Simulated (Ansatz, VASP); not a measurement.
**Two plane-wave programs on Sb**

```
Sb
1.0
     0.00000    3.63114    3.63114
     3.63114    0.00000    3.63114
     3.63114    3.63114    0.00000
Sb
2
Cartesian
  0.9078 0.9078 0.9078
  6.3545 6.3545 6.3545
```

Alike in both runs: task single point; functional RPBE; k mesh 9 × 9 × 9; occupations fermi-dirac, width 0.1 eV; no spin polarisation.

|  | VASP | Ansatz |
| --- | --- | --- |
| version | VASP 6.6.1 | Ansatz 0.2.0 |
| potentials or method | VASP PAW PBE potentials, release 64 (Sb), cutoff 520 eV | plane waves (420 eV) with PAW, scalar-relativistic |
| valence electrons in the cell | 10 | 30 |

|  | VASP | Ansatz | Ansatz less VASP |
| --- | --- | --- | --- |
| pressure (GPa) | -1.9 | -1.9 | +0.04 |

VASP's potentials were made for PBE, not for RPBE. The functional is the same, so the differences come from potentials, cutoffs and numerics. VASP's potentials hold 10 valence electrons a cell and Ansatz's 30, so a difference there can come from the potentials and not from the codes.

Neither program's run includes spin-orbit coupling.
